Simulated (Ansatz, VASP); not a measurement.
# Two plane-wave programs on Si

```xyz
4
Lattice="3.8319 0.0000 0.0000 -1.9160 3.3185 0.0000 0.0000 0.0000 5.8345" Properties=species:S:1:pos:R:3 pbc="T T T"
Si    0.0000    2.2124    0.3681
Si    1.9160    1.1062    3.2853
Si    0.0000    2.2124    2.5491
Si    1.9160    1.1062    5.4664
```

Change from the starting cell: strain +0.000 along x and y, -0.080 along z, atoms carried along.

Alike in both runs: task single point; functional r2SCAN; k mesh 12 × 12 × 4; occupations gaussian, width 0.05 eV; no spin polarisation.

```csv
,VASP,Ansatz
version,VASP 6.6.1,Ansatz 0.2.0
potentials or method,"VASP PAW PBE potentials, release 64 (Si), cutoff 520 eV","scalar-relativistic, plane waves, PAW"
valence electrons in the cell,16,16
```

Ansatz gave:

```
gap on the k mesh at the Fermi level (eV)                     : none
pressure (GPa)                                                : 10.9
traceless stress, the component that is largest in VASP (GPa) : 18.35
rms of the force components (eV/Å)                            : 0.871
```

Q: Estimate VASP's values.

A: gap on the k mesh at the Fermi level (eV): none; pressure (GPa): 10.7; traceless stress, the component that is largest in VASP (GPa): 18.39; rms of the force components (eV/Å): 0.865.

VASP's potentials were made for PBE, not for r2SCAN. Atom by atom the forces differ by 0.007 eV/Å (rms over components). A gap of «none» marks a metal or a gap that the smearing closes. The functional is the same, so the differences come from potentials, cutoffs and numerics.
